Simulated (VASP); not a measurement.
Set up this calculation in VASP 6.6.1, as the native input.

```
Task                   : single point
Functional             : r2SCAN
Potentials or basis    : VASP PAW PBE potentials, release 64 (Mn_pv, O)
Cutoff                 : 660 eV
k mesh                 : 7 × 7 × 7
Occupations            : gaussian, width 0.05 eV
Spin                   : collinear spin, ferromagnetic start
Starting moments       : [4.71, 4.71, 0.26, 0.26] μB
Hubbard terms          : Mn d U = 1.0 eV
Dipole correction      : no
Further INCAR settings : ALGO = Normal; EDIFF = 1e-06; NBANDS = 31
```

The system is MnO.

```
Mn O
1.0
     0.00000    2.22200    2.22200
     2.22200    0.00000    2.22200
     4.44400    4.44400    0.00000
Mn O
2 2
Direct
  0.00000 0.00000 0.00000
  0.00000 0.00000 0.50000
  0.50000 0.50000 0.25000
  0.50000 0.50000 0.75000
```

These files were run (other wordings do the same):

POSCAR

```
MnO
1.0
    0.0000000000      2.2220003300      2.2220003300
    2.2220003300      0.0000000000      2.2220003300
    4.4440006600      4.4440006600      0.0000000000
Mn O
2 2
Direct
    0.0000000000      0.0000000000      0.0000000000
    0.0000000000      0.0000000000      0.5000000000
    0.5000000000      0.5000000000      0.2500000000
    0.5000000000      0.5000000000      0.7500000000
```

INCAR.step1

```
PREC     = Accurate       # precision mode
ENCUT    = 660            # plane-wave cutoff, eV
ISMEAR   = 0              # smearing method
SIGMA    = 0.05           # smearing width, eV
LREAL    = F              # projectors in reciprocal space
LASPH    = T              # aspherical terms in the spheres
NELM     = 200            # most SCF steps
ISPIN    = 2              # spin polarisation
MAGMOM   = 4.71 4.71 0.26 0.26 # initial moments
LMAXMIX  = 4              # l up to which the mixer works
LDAU     = T              # DFT+U
LDAUTYPE = 2            
LDAUL    = 2 -1           # shell
LDAUU    = 1 0            # U, eV
LDAUJ    = 0 0          
NBANDS   = 31             # bands
GGA      = PE             # functional
ALGO     = Normal         # electronic algorithm
EDIFF    = 1E-5           # SCF threshold, eV
LWAVE    = T              # write WAVECAR
LCHARG   = F              # write CHGCAR
GGA_COMPAT= F
```

INCAR.step2

```
PREC     = Accurate       # precision mode
ENCUT    = 660            # plane-wave cutoff, eV
EDIFF    = 1E-6           # SCF threshold, eV
ISMEAR   = 0              # smearing method
SIGMA    = 0.05           # smearing width, eV
LREAL    = F              # projectors in reciprocal space
LASPH    = T              # aspherical terms in the spheres
NELM     = 200            # most SCF steps
ALGO     = Normal         # electronic algorithm
ISIF     = 2              # what is computed and relaxed
LWAVE    = F              # write WAVECAR
LCHARG   = F              # write CHGCAR
ISPIN    = 2              # spin polarisation
MAGMOM   = 4.71 4.71 0.26 0.26 # initial moments
LORBIT   = 11             # projections on sites
LMAXMIX  = 4              # l up to which the mixer works
LDAU     = T              # DFT+U
LDAUTYPE = 2            
LDAUL    = 2 -1           # shell
LDAUU    = 1 0            # U, eV
LDAUJ    = 0 0          
LDAUPRINT= 1            
METAGGA  = R2SCAN         # meta-GGA
LMIXTAU  = T            
NBANDS   = 31             # bands
ISTART   = 1            
GGA_COMPAT= F
```

KPOINTS

```
regular mesh
0
Gamma
  7 7 7
```

Potentials or basis: VASP PAW PBE potentials, release 64 (Mn_pv, O).

Launch:

```bash
$ cat potpaw_PBE.64/Mn_pv/POTCAR potpaw_PBE.64/O/POTCAR > POTCAR
$ cp INCAR.step1 INCAR
$ mpirun -np 1 vasp_std > vasp.out
$ cp INCAR.step2 INCAR
$ mpirun -np 1 vasp_std > vasp.out
```

It gave:

| Property | Result |
| --- | --- |
| Pressure | 1.3 GPa |
| Band gap on the k mesh | 0.18 eV |
| Net moment | 10.00 μB per cell |
| Site moments | Mn +4.58; O +0.21 μB |
| Valence electrons inside the program's atomic spheres | Mn 11.34; O 5.04 |

Caveat: the PAW data sets were made with another functional, which shifts forces and pressure a little; an odd mesh through Γ misses points on the zone boundary, where band edges can lie; only a ferromagnetic start was run, and an antiferromagnetic order may lie lower in energy.

It took 18 min on 1 thread of Intel Xeon 8259CL, with other jobs on the host, peak memory 0.32 GiB.
